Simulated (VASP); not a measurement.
# Be2F (P-42_1m) in VASP: further runs

Aim: see how the results for Be2F move with the level of theory and the settings. Levels: PBE, PBE+D4. Tasks: single point.

Program: VASP 6.6.1. These are calculated values, not measurements. Logs are shortened: lines on timing, memory, paths and dates and some standing lists are left out, and cuts for length are marked.

**1. The cell of the first run**

The structure is tetragonal, space group P-42_1m (No. 113). The conventional cell has a = 3.403 Å, b = 3.403 Å, c = 6.055 Å, α = 90.00°, β = 90.00°, γ = 90.00°. Within 2.1 Å of Be (site symmetry m) lie 1 F at 1.61 Å. F (site symmetry 2mm) has 2 Be at 1.61 Å within 2.1 Å.

**2. Single point, PBE**

Contents of INCAR:

```
SYSTEM = Be2F
PREC = Accurate
ENCUT = 520
EDIFF = 1E-7
ISMEAR = 0
SIGMA = 0.1
LREAL = .False.
LASPH = .True.
NELM = 80
ALGO = Normal
ISIF = 2
LWAVE = .False.
LCHARG = .False.
GGA = PE
NBANDS = 20
```

Contents of KPOINTS:

```
Automatic mesh
0
Gamma
  12 12 6
  0 0 0
```

Contents of POSCAR:

```
Be2F
1.0
    3.4027717875      0.0000000000      0.0000000000
    0.0000000000      3.4027717875      0.0000000000
    0.0000000000      0.0000000000      6.0554587304
Be F
4 2
Direct
    0.7744155518      0.2744155518      0.8895349434
    0.7255844482      0.7744155518      0.1104650566
    0.2744155518      0.2255844482      0.1104650566
    0.2255844482      0.7255844482      0.8895349434
    0.5000000000      0.0000000000      0.3059253268
    0.0000000000      0.5000000000      0.6940746732
```

Potentials or basis: VASP PAW PBE potentials, release 64 (Be, F).

Started as:

```console
cat potpaw_PBE.64/Be/POTCAR potpaw_PBE.64/F/POTCAR > POTCAR
mpirun -np 1 vasp_std > vasp.out
```

OUTCAR:

```text
SYSTEM = Be2F
   PREC = Accurate
   ENCUT = 520
   EDIFF = 1E-7
   ISMEAR = 0
   LREAL = .False.
   LASPH = .True.
   NELM = 80
   ISIF = 2
   GGA = PE

 ion  position               nearest neighbor table
   1  0.774  0.274  0.890-   6 1.61   3 2.17   2 2.17   2 2.17   3 2.17   4 2.17
   2  0.726  0.774  0.110-   5 1.61   4 2.17   1 2.17   1 2.17   4 2.17   3 2.17
   3  0.274  0.226  0.110-   5 1.61   4 2.17   1 2.17   4 2.17   1 2.17   2 2.17
   4  0.226  0.726  0.890-   6 1.61   3 2.17   2 2.17   3 2.17   2 2.17   1 2.17
   5  0.500  0.000  0.306-   2 1.61   3 1.61
   6  0.000  0.500  0.694-   1 1.61   4 1.61

  LATTYP: Found a simple tetragonal cell.
 ALAT       =     3.4027717875
 C/A-ratio  =     1.7795665148

  Lattice vectors:

 A1 = (   3.4027717875,   0.0000000000,   0.0000000000)
 A2 = (   0.0000000000,   3.4027717875,   0.0000000000)
 A3 = (   0.0000000000,   0.0000000000,   6.0554587304)

Analysis of symmetry for initial positions (statically):
=====================================================================
 Subroutine PRICEL returns:
 Original cell was already a primitive cell.

 Routine SETGRP: Setting up the symmetry group for a
 simple tetragonal supercell.

 Subroutine GETGRP returns: Found  8 space group operations
 (whereof  4 operations were pure point group operations)
 out of a pool of 16 trial point group operations.

The static configuration has the point symmetry S_4 .
 The point group associated with its full space group is D_2d.

Analysis of symmetry for dynamics (positions and initial velocities):
=====================================================================
 Subroutine PRICEL returns:
 Original cell was already a primitive cell.

 Routine SETGRP: Setting up the symmetry group for a
 simple tetragonal supercell.

 Subroutine GETGRP returns: Found  8 space group operations
 (whereof  4 operations were pure point group operations)
 out of a pool of 16 trial point group operations.

The dynamic configuration has the point symmetry S_4 .
 The point group associated with its full space group is D_2d.

 Subroutine INISYM returns: Found  8 space group operations
 (whereof  4 operations are pure point group operations),
 and found     1 'primitive' translations

----------------------------------------------------------------------------------------

                                     Primitive cell

  volume of cell :      70.1153

  direct lattice vectors                    reciprocal lattice vectors
     3.402771787  0.000000000  0.000000000     0.293878068  0.000000000  0.000000000
     0.000000000  3.402771787  0.000000000     0.000000000  0.293878068  0.000000000
     0.000000000  0.000000000  6.055458730     0.000000000  0.000000000  0.165140255

  length of vectors
     3.402771787  3.402771787  6.055458730     0.293878068  0.293878068  0.165140255

  position of ions in fractional coordinates (direct lattice)
     0.774415552  0.274415552  0.889534943
     0.725584448  0.774415552  0.110465057
     0.274415552  0.225584448  0.110465057
     0.225584448  0.725584448  0.889534943
     0.500000000  0.000000000  0.305925327
     0.000000000  0.500000000  0.694074673

  ion indices of the primitive-cell ions
   primitive index   ion index
                 1           1
                 2           2
                 3           3
                 4           4
                 5           5
                 6           6

----------------------------------------------------------------------------------------

 KPOINTS: Automatic mesh

Automatic generation of k-mesh.
 Grid dimensions read from file:
 generate k-points for:   12   12    6

 Generating k-lattice:

  Cartesian coordinates                     Fractional coordinates (reciprocal lattice)
     0.024489839  0.000000000  0.000000000     0.083333333  0.000000000  0.000000000
     0.000000000  0.024489839  0.000000000     0.000000000  0.083333333  0.000000000
     0.000000000  0.000000000  0.027523376     0.000000000  0.000000000  0.166666667

  Length of vectors
     0.024489839  0.024489839  0.027523376

  Shift w.r.t. Gamma in fractional coordinates (k-lattice)
     0.000000000  0.000000000  0.000000000

 Subroutine IBZKPT returns following result:
 ===========================================

 Found    112 irreducible k-points:

 Following reciprocal coordinates:
            Coordinates               Weight
  0.000000  0.000000  0.000000      1.000000
  0.083333  0.000000  0.000000      4.000000
  0.166667  0.000000  0.000000      4.000000
  0.250000  0.000000  0.000000      4.000000
  0.333333  0.000000  0.000000      4.000000
  0.416667  0.000000  0.000000      4.000000
[... 16 lines left out ...]
  0.333333  0.333333  0.000000      4.000000
  0.416667  0.333333  0.000000      8.000000
 [... further k-points ...]
   k-points           NKPTS =    112   k-points in BZ     NKDIM =    112   number of bands    NBANDS=     20
   number of dos      NEDOS =    301   number of ions     NIONS =      6
   total plane-waves  NPLWV =  37632
   dimension x,y,z NGX =    28 NGY =   28 NGZ =   48
   dimension x,y,z NGXF=    56 NGYF=   56 NGZF=   96
   ions per type =               4   2
   NGX,Y,Z   is equivalent  to a cutoff of  13.68, 13.68, 13.18 a.u.
   NGXF,Y,Z  is equivalent  to a cutoff of  27.36, 27.36, 26.36 a.u.
 SYSTEM =  Be2F
   PREC   = accura    normal or accurate (medium, high low for compatibility)
   ISTART =      0    job   : 0-new  1-cont  2-samecut
   ICHARG =      2    charge: 1-file 2-atom 10-const
   ISPIN  =      1    spin polarized calculation?
   LNONCOLLINEAR =      F non collinear calculations
   LSORBIT =      F    spin-orbit coupling
   LASPH  =      T    aspherical Exc in radial PAW
   ENCUT  =  520.0 eV  38.22 Ry    6.18 a.u.   6.33  6.33 11.26*2*pi/ulx,y,z
   NELM   =     80;   NELMIN=  2; NELMDL= -5     # of ELM steps
   EDIFF  = 0.1E-06   stopping-criterion for ELM
   LREAL  =      F    real-space projection
   EDIFFG = 0.1E-05   stopping-criterion for IOM
   NSW    =      0    number of steps for IOM
   IBRION =     -1    ionic relax: 0-MD 1-quasi-New 2-CG
   NFREE  =      0    steps in history (QN), initial steepest desc. (CG)
   ISIF   =      2    stress and relaxation
   ISYM   =      2    0-nonsym 1-usesym 2-fastsym
   POTIM  = 0.5000    time-step for ionic-motion
   TEBEG  =    0.0;   TEEND  =   0.0 temperature during run
   PSTRESS=    0.0 pullay stress
   NELECT =      22.0000    total number of electrons
   NUPDOWN=      -1.0000    fix difference up-down
   EMIN   =  10.00;   EMAX   =-10.00  energy-range for DOS
   EFERMI =   0.00;   METHOD = LEGACY
   ISMEAR =     0;   SIGMA  =   0.10  broadening in eV -4-tet -1-fermi 0-gaus
   EFERMI_NEDOS =   21; number of points for ismear=-14 and -15
   IALGO  =     38    algorithm
   IMIX   =      4    mixing-type and parameters
     AMIX     =   0.40;   BMIX     =  1.00
     AMIX_MAG =   1.60;   BMIX_MAG =  1.00
  volume/ion in A,a.u.               =      11.69        78.86
  Fermi-wavevector in a.u.,A,eV,Ry     =   1.112444  2.102214 16.837640  1.237532
  Thomas-Fermi vector in A             =   2.249018
   LORBIT       =      0    0 simple, 1 ext, 2 COOP (PROOUT), +10 PAW based schemes
   GGA     = PE    functional components
   LHFCALC =     F    Hartree Fock is set to
   AEXX    =    0.0000 exact exchange contribution
   IVDW    =     0    specifies the selected vdW correction
   LEPSILON=     F    determine dielectric tensor
   LRPA    =     F    only Hartree local field effects (RPA)
 non-spin polarized calculation
 Gauss-broadening in eV      SIGMA  =   0.10
  energy-cutoff  :      520.00
  volume of cell :       70.12
 maximum number of plane-waves:      1908
 NGX is ok and might be reduce to    28
   NGX = 13   NGY = 13   NGZ = 23

 number of electron      21.9999970 magnetization

 Free energy of the ion-electron system (eV)
  ---------------------------------------------------
  ext. energy  EPLUGINS =         0.00000000
  ---------------------------------------------------
  free energy    TOTEN  =       -24.84016618 eV

  energy without entropy =      -24.83692760  energy(sigma->0) =      -24.83854689

 E-fermi :   2.5404     XC(G=0):  -8.6141

 val. band max:        2.5035729036   @ k =   0.3333   0.0000   0.3333
 cond. band min:       2.5618763484   @ k =   0.3333   0.0000   0.1667
 fundamental gap:      0.0583034448
 Fermi energy:         2.5403936976

 k-point     1 :       0.0000    0.0000    0.0000
  band No.  band energies     occupation
      1     -23.1409      2.00000
      2     -23.0849      2.00000
      3      -6.4378      2.00000
      4      -4.9752      2.00000
      5      -4.7736      2.00000
      6      -4.7736      2.00000
[... 12 lines left out ...]
     19      11.7472      0.00000
     20      14.3227      0.00000

 k-point     2 :       0.0833    0.0000    0.0000
  band No.  band energies     occupation
      1     -23.1370      2.00000
      2     -23.0829      2.00000
      3      -6.4013      2.00000
      4      -4.9936      2.00000
      5      -4.8075      2.00000
      6      -4.7904      2.00000
[... 12 lines left out ...]
     19      11.6435      0.00000
     20      13.8934      0.00000

 k-point     3 :       0.1667    0.0000    0.0000
  band No.  band energies     occupation
      1     -23.1258      2.00000
      2     -23.0771      2.00000
      3      -6.2946      2.00000
      4      -5.0511      2.00000
      5      -4.9090      2.00000
      6      -4.8413      2.00000
[... 12 lines left out ...]
     19      11.4229      0.00000
     20      13.0547      0.00000

 k-point     4 :       0.2500    0.0000    0.0000
  band No.  band energies     occupation
      1     -23.1097      2.00000
      2     -23.0698      2.00000
      3      -6.1273      2.00000
      4      -5.1468      2.00000
      5      -5.0599      2.00000
      6      -4.9277      2.00000
[... 12 lines left out ...]
     19      11.5874      0.00000
     20      12.8171      0.00000

 k-point     5 :       0.3333    0.0000    0.0000
  band No.  band energies     occupation
      1     -23.0922      2.00000
      2     -23.0637      2.00000
      3      -5.9158      2.00000
      4      -5.2616      2.00000
      5      -5.2139      2.00000
      6      -5.0517      2.00000
[... 12 lines left out ...]
     19      12.0189      0.00000
     20      13.9165      0.00000

 k-point     6 :       0.4167    0.0000    0.0000
  band No.  band energies     occupation
      1     -23.0766      2.00000
      2     -23.0617      2.00000
      3      -5.6842      2.00000
      4      -5.3622      2.00000
      5      -5.3222      2.00000
      6      -5.2109      2.00000
[... 12 lines left out ...]
     19      12.6486      0.00000
     20      14.1764      0.00000

 k-point     7 :       0.5000    0.0000    0.0000
  band No.  band energies     occupation
      1     -23.0660      2.00000
      2     -23.0660      2.00000
      3      -5.4730      2.00000
      4      -5.4730      2.00000
      5      -5.3419      2.00000
      6      -5.3419      2.00000
[... 12 lines left out ...]
     19      13.4146      0.00000
     20      13.4146      0.00000
[... 277 lines left out ...]
 k-point    20 :       0.3333    0.2500    0.0000
  band No.  band energies     occupation
      1     -23.0656      2.00000
      2     -23.0455      2.00000
      3      -5.6989      2.00000
      4      -5.3030      2.00000
      5      -5.2015      2.00000
      6      -5.0251      2.00000
[... 12 lines left out ...]
     19      12.7437      0.00000
     20      13.4946      0.00000

 k-point    21 :       0.4167    0.2500    0.0000
  band No.  band energies     occupation
      1     -23.0524      2.00000
      2     -23.0419      2.00000
      3      -5.5330      2.00000
      4      -5.3228      2.00000
      5      -5.3085      2.00000
      6      -5.1239      2.00000
[... 12 lines left out ...]
     19      13.0905      0.00000
     20      13.4745      0.00000

 k-point    22 :       0.5000    0.2500    0.0000
  band No.  band energies     occupation
      1     -23.0441      2.00000
      2     -23.0441      2.00000
      3      -5.4139      2.00000
      4      -5.4139      2.00000
      5      -5.2436      2.00000
      6      -5.2436      2.00000
[... 12 lines left out ...]
     19      13.3507      0.00000
     20      13.3507      0.00000

 k-point    23 :       0.3333    0.3333    0.0000
  band No.  band energies     occupation
      1     -23.0514      2.00000
      2     -23.0372      2.00000
      3      -5.5713      2.00000
      4      -5.3135      2.00000
      5      -5.2530      2.00000
      6      -5.0455      2.00000
[... 12 lines left out ...]
     19      13.5652      0.00000
     20      14.4106      0.00000

 k-point    24 :       0.4167    0.3333    0.0000
  band No.  band energies     occupation
      1     -23.0399      2.00000
      2     -23.0324      2.00000
      3      -5.4675      2.00000
      4      -5.3325      2.00000
      5      -5.2819      2.00000
      6      -5.1054      2.00000
[... 12 lines left out ...]
     19      14.1875      0.00000
     20      14.3933      0.00000

 [... further k-points ...]
[... 5 lines left out ...]
  --------------------------------------------------------------------------------------
  -------------------------------------------------------------------------------------
  Total        0.0580275      0.0580275      0.1326045      0.0000000      0.0000000      0.0000000
  in kB        1.3259643      1.3259643      3.0300948      0.0000000      0.0000000      0.0000000
  external PRESSURE =       1.8940078 kB  Pullay stress =       0.0000000 kB

 VOLUME and BASIS-vectors are now :
 -----------------------------------------------------------------------------
  energy-cutoff  :      520.00
  volume of cell :       70.12
      direct lattice vectors                 reciprocal lattice vectors
     3.402771787  0.000000000  0.000000000     0.293878068  0.000000000  0.000000000
     0.000000000  3.402771787  0.000000000     0.000000000  0.293878068  0.000000000
     0.000000000  0.000000000  6.055458730     0.000000000  0.000000000  0.165140255

 POSITION                                       TOTAL-FORCE (eV/Angst)
 -----------------------------------------------------------------------------------
      2.63516      0.93377      5.38654        -0.037965     -0.037965      0.030752
      2.46900      2.63516      0.66892         0.037965     -0.037965     -0.030752
      0.93377      0.76761      0.66892        -0.037965      0.037965     -0.030752
      0.76761      2.46900      5.38654         0.037965      0.037965      0.030752
      1.70139      0.00000      1.85252        -0.000000      0.000000      0.079655
      0.00000      1.70139      4.20294        -0.000000      0.000000     -0.079655
 -----------------------------------------------------------------------------------
    total drift:                               -0.000000     -0.000000     -0.000000

  FREE ENERGIE OF THE ION-ELECTRON SYSTEM (eV)
  ---------------------------------------------------
  free  energy   TOTEN  =       -24.8401661827 eV

  energy  without entropy=      -24.8369275986  energy(sigma->0) =      -24.83854689
```

It took 2.4 min on 1 thread of Intel Xeon Platinum 8375C at 2.90GHz (Ice Lake), shared host; peak memory 0.26 GiB.

Results:

| Property | Result |
| --- | --- |
| Free energy | -24.8402 eV |
| Pressure | 0.2 GPa |
| Largest force | 0.080 eV/Å |
| Band gap on the k mesh | zero (band 11 reaches 4.14 eV, above the bottom of band 12 at 0.07 eV) |

Forces on the atoms (eV/Å):
```
Be  -0.038 -0.038  0.031
Be   0.038 -0.038 -0.031
Be  -0.038  0.038 -0.031
Be   0.038  0.038  0.031
F    0.000  0.000  0.080
F    0.000  0.000 -0.080
```

Levels at points of the mesh, in eV from the Fermi level:
| k point | band 9 | band 10 | band 11 | band 12 | band 13 | band 14 |
| --- | --- | --- | --- | --- | --- | --- |
| (0.00, 0.00, 0.00) | -6.14 | -1.62 | -0.62 | 2.05 | 3.34 | 4.94 |
| (0.50, 0.00, 0.00) | -4.22 | -4.22 | 1.60 | 1.60 | 3.64 | 3.64 |
| (0.50, 0.50, 0.00) | -2.61 | -2.61 | -2.47 | -2.47 | 5.30 | 5.30 |
| (0.00, 0.00, 0.50) | -5.72 | -1.75 | -0.61 | 2.36 | 2.79 | 4.93 |
| (0.50, 0.00, 0.50) | -4.29 | -4.29 | 1.49 | 1.49 | 3.54 | 3.54 |
| (0.50, 0.50, 0.50) | -2.60 | -2.60 | -2.37 | -2.37 | 5.07 | 5.07 |

[end of part 1 of 2]
